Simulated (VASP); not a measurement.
# Re (P6_3/mmc) in VASP: a series of runs, part 2 of 2

VASP 6.6.1. Earlier steps stand in the parts before.

## Step 3: Single point, LDA

Input file INCAR:

```
PREC = Accurate
ENCUT = 560
EDIFF = 1E-6
ISMEAR = 0
SIGMA = 0.6
LREAL = False
LASPH = True
NELM = 120
ALGO = Normal
ISIF = 2
LWAVE = False
LCHARG = False
GGA = CA
NBANDS = 22
GGA_COMPAT = False
```

Input file KPOINTS:

```
Automatic mesh
0
Gamma
  13 13 7
```

Input file POSCAR:

```
Re
1.0
    2.7391880258      0.0000000000      0.0000000000
   -1.3695940129      2.3722064161      0.0000000000
    0.0000000000      0.0000000000      4.4118668232
Re
2
Direct
    0.3333333333      0.6666666667      0.2500000000
    0.6666666667      0.3333333333      0.7500000000
```

Potentials or basis: VASP PAW LDA potentials, release 64 (Re_sv_GW).

The run is started by

```
> cat potpaw_LDA.64/Re_sv_GW/POTCAR > POTCAR
> mpirun -np 1 vasp_std > vasp.out
```

OUTCAR:

```text
PREC = Accurate
   ENCUT = 560
   EDIFF = 1E-6
   ISMEAR = 0
   LREAL = False
   LASPH = True
   NELM = 120
   ISIF = 2
   GGA = CA

 ion  position               nearest neighbor table
   1  0.333  0.667  0.250-   2 2.71   2 2.71   2 2.71   2 2.71   2 2.71   2 2.71
   2  0.667  0.333  0.750-   1 2.71   1 2.71   1 2.71   1 2.71   1 2.71   1 2.71

  LATTYP: Found a hexagonal cell.
 ALAT       =     2.7391880258
 C/A-ratio  =     1.6106476743

  Lattice vectors:

 A1 = (   2.7391880258,   0.0000000000,   0.0000000000)
 A2 = (  -1.3695940129,   2.3722064161,   0.0000000000)
 A3 = (   0.0000000000,   0.0000000000,   4.4118668232)

Analysis of symmetry for initial positions (statically):
=====================================================================
 Subroutine PRICEL returns:
 Original cell was already a primitive cell.

 Routine SETGRP: Setting up the symmetry group for a
 hexagonal supercell.

 Subroutine GETGRP returns: Found 24 space group operations
 (whereof 12 operations were pure point group operations)
 out of a pool of 24 trial point group operations.

The static configuration has the point symmetry D_3d.
 The point group associated with its full space group is D_6h.

Analysis of symmetry for dynamics (positions and initial velocities):
=====================================================================
 Subroutine PRICEL returns:
 Original cell was already a primitive cell.

 Routine SETGRP: Setting up the symmetry group for a
 hexagonal supercell.

 Subroutine GETGRP returns: Found 24 space group operations
 (whereof 12 operations were pure point group operations)
 out of a pool of 24 trial point group operations.

The dynamic configuration has the point symmetry D_3d.
 The point group associated with its full space group is D_6h.

 Subroutine INISYM returns: Found 24 space group operations
 (whereof 12 operations are pure point group operations),
 and found     1 'primitive' translations

----------------------------------------------------------------------------------------

                                     Primitive cell

  volume of cell :      28.6680

  direct lattice vectors                    reciprocal lattice vectors
     2.739188026  0.000000000  0.000000000     0.365071689  0.210774238  0.000000000
    -1.369594013  2.372206416  0.000000000     0.000000000  0.421548476  0.000000000
     0.000000000  0.000000000  4.411866823     0.000000000  0.000000000  0.226661420

  length of vectors
     2.739188026  2.739188026  4.411866823     0.421548476  0.421548476  0.226661420

  position of ions in fractional coordinates (direct lattice)
     0.333333333  0.666666667  0.250000000
     0.666666667  0.333333333  0.750000000

  ion indices of the primitive-cell ions
   primitive index   ion index
                 1           1
                 2           2

----------------------------------------------------------------------------------------

 KPOINTS: Automatic mesh

Automatic generation of k-mesh.
 Grid dimensions read from file:
 generate k-points for:   13   13    7

 Generating k-lattice:

  Cartesian coordinates                     Fractional coordinates (reciprocal lattice)
     0.028082438  0.016213403  0.000000000     0.076923077  0.000000000  0.000000000
     0.000000000  0.032426806  0.000000000     0.000000000  0.076923077  0.000000000
     0.000000000  0.000000000  0.032380203     0.000000000  0.000000000  0.142857143

  Length of vectors
     0.032426806  0.032426806  0.032380203

  Shift w.r.t. Gamma in fractional coordinates (k-lattice)
     0.000000000  0.000000000  0.000000000

 Subroutine IBZKPT returns following result:
 ===========================================

 Found     84 irreducible k-points:

 Following reciprocal coordinates:
            Coordinates               Weight
  0.000000  0.000000  0.000000      1.000000
  0.076923 -0.000000  0.000000      6.000000
  0.153846  0.000000  0.000000      6.000000
  0.230769 -0.000000  0.000000      6.000000
  0.307692  0.000000  0.000000      6.000000
  0.384615 -0.000000  0.000000      6.000000
[... 16 lines left out ...]
  0.076923 -0.000000  0.142857     12.000000
  0.153846  0.000000  0.142857     12.000000
 [... further k-points ...]
   k-points           NKPTS =     84   k-points in BZ     NKDIM =     84   number of bands    NBANDS=     22
   number of dos      NEDOS =    301   number of ions     NIONS =      2
   total plane-waves  NPLWV =  20736
   dimension x,y,z NGX =    24 NGY =   24 NGZ =   36
   dimension x,y,z NGXF=    48 NGYF=   48 NGZF=   72
   ions per type =               2
   NGX,Y,Z   is equivalent  to a cutoff of  14.57, 14.57, 13.57 a.u.
   NGXF,Y,Z  is equivalent  to a cutoff of  29.13, 29.13, 27.13 a.u.
 SYSTEM =  unknown system
   PREC   = accura    normal or accurate (medium, high low for compatibility)
   ISTART =      0    job   : 0-new  1-cont  2-samecut
   ICHARG =      2    charge: 1-file 2-atom 10-const
   ISPIN  =      1    spin polarized calculation?
   LNONCOLLINEAR =      F non collinear calculations
   LSORBIT =      F    spin-orbit coupling
   LASPH  =      T    aspherical Exc in radial PAW
   ENCUT  =  560.0 eV  41.16 Ry    6.42 a.u.   5.29  5.29  8.51*2*pi/ulx,y,z
   NELM   =    120;   NELMIN=  2; NELMDL= -5     # of ELM steps
   EDIFF  = 0.1E-05   stopping-criterion for ELM
   LREAL  =      F    real-space projection
   EDIFFG = 0.1E-04   stopping-criterion for IOM
   NSW    =      0    number of steps for IOM
   IBRION =     -1    ionic relax: 0-MD 1-quasi-New 2-CG
   NFREE  =      0    steps in history (QN), initial steepest desc. (CG)
   ISIF   =      2    stress and relaxation
   ISYM   =      2    0-nonsym 1-usesym 2-fastsym
   POTIM  = 0.5000    time-step for ionic-motion
   TEBEG  =    0.0;   TEEND  =   0.0 temperature during run
   PSTRESS=    0.0 pullay stress
   NELECT =      30.0000    total number of electrons
   NUPDOWN=      -1.0000    fix difference up-down
   EMIN   =  10.00;   EMAX   =-10.00  energy-range for DOS
   EFERMI =   0.00;   METHOD = LEGACY
   ISMEAR =     0;   SIGMA  =   0.60  broadening in eV -4-tet -1-fermi 0-gaus
   EFERMI_NEDOS =   21; number of points for ismear=-14 and -15
   IALGO  =     38    algorithm
   IMIX   =      4    mixing-type and parameters
     AMIX     =   0.40;   BMIX     =  1.00
     AMIX_MAG =   1.60;   BMIX_MAG =  1.00
  volume/ion in A,a.u.               =      14.33        96.73
  Fermi-wavevector in a.u.,A,eV,Ry     =   1.662071  3.140860 37.585841  2.762481
  Thomas-Fermi vector in A             =   2.749025
   LORBIT       =      0    0 simple, 1 ext, 2 COOP (PROOUT), +10 PAW based schemes
   GGA     = CA    functional components
   LHFCALC =     F    Hartree Fock is set to
   AEXX    =    0.0000 exact exchange contribution
   IVDW    =     0    specifies the selected vdW correction
   LEPSILON=     F    determine dielectric tensor
   LRPA    =     F    only Hartree local field effects (RPA)
 non-spin polarized calculation
 Gauss-broadening in eV      SIGMA  =   0.60
  energy-cutoff  :      560.00
  volume of cell :       28.67
 maximum number of plane-waves:       874
 NGX is ok and might be reduce to    24
   NGX = 11   NGY = 11   NGZ = 17

 number of electron      30.0000002 magnetization

 Free energy of the ion-electron system (eV)
  ---------------------------------------------------
  ext. energy  EPLUGINS =         0.00000000
  ---------------------------------------------------
  free energy    TOTEN  =       -30.90422219 eV

  energy without entropy =      -30.60009762  energy(sigma->0) =      -30.75215990

 E-fermi :  13.2882     XC(G=0): -14.5759

 val. band max:       13.2709477755   @ k =   0.3846   0.1538   0.2857
 cond. band min:      13.2916323449   @ k =   0.1538   0.0000   0.0000
 fundamental gap:      0.0206845694
 Fermi energy:        13.2881562354

 k-point     1 :       0.0000    0.0000    0.0000
  band No.  band energies     occupation
      1     -66.1833      2.00000
      2     -66.0404      2.00000
      3     -28.9642      2.00000
      4     -27.8030      2.00000
      5     -27.8030      2.00000
      6     -27.6067      2.00000
[... 14 lines left out ...]
     21      23.5822      0.00000
     22      26.7637      0.00000
[... 552 lines left out ...]
  band No.  band energies     occupation
      1     -66.1520      2.00000
      2     -66.0360      2.00000
      3     -28.8160      2.00000
      4     -28.0073      2.00000
      5     -27.8772      2.00000
      6     -27.8621      2.00000
[... 14 lines left out ...]
     21      24.5586      0.00000
     22      28.2617      0.00000

 [... further k-points ...]

------------------------ aborting loop because EDIFF is reached ----------------------------------------

  FORCE on cell =-STRESS in cart. coord.  units (eV):
  Direction    XX          YY          ZZ          XY          YZ          ZX
  --------------------------------------------------------------------------------------
  -------------------------------------------------------------------------------------
  Total        0.2290562      0.2290562      0.0103083      0.0000000      0.0000000      0.0000000
  in kB       12.8013567     12.8013567      0.5761056      0.0000000      0.0000000      0.0000000
  external PRESSURE =       8.7262730 kB  Pullay stress =       0.0000000 kB

 VOLUME and BASIS-vectors are now :
 -----------------------------------------------------------------------------
  energy-cutoff  :      560.00
  volume of cell :       28.67
      direct lattice vectors                 reciprocal lattice vectors
     2.739188026  0.000000000  0.000000000     0.365071689  0.210774238  0.000000000
    -1.369594013  2.372206416  0.000000000     0.000000000  0.421548476  0.000000000
     0.000000000  0.000000000  4.411866823     0.000000000  0.000000000  0.226661420

 POSITION                                       TOTAL-FORCE (eV/Angst)
 -----------------------------------------------------------------------------------
     -0.00000      1.58147      1.10297        -0.000000      0.000000      0.000000
      1.36959      0.79074      3.30890         0.000000     -0.000000      0.000000
 -----------------------------------------------------------------------------------
    total drift:                               -0.000000      0.000000     -0.000000

  FREE ENERGIE OF THE ION-ELECTRON SYSTEM (eV)
  ---------------------------------------------------
  free  energy   TOTEN  =       -30.9042221860 eV

  energy  without entropy=      -30.6000976178  energy(sigma->0) =      -30.75215990
```

Wall time 18 s (1 thread of Intel Xeon 6975P-C (Granite Rapids), shared host); peak memory 0.17 GiB.

What came out:

- Free energy: -30.9042 eV
- Pressure: 0.9 GPa
- Band gap on the k mesh: zero (bands 15 and 16 overlap by 3.05 eV)

Caveat: so wide a smearing shifts energies and pressures; spin-orbit coupling is left out, which moves the levels of the heavy elements.

The gap in the log of VASP goes by the Fermi energy; the results here count the filled bands.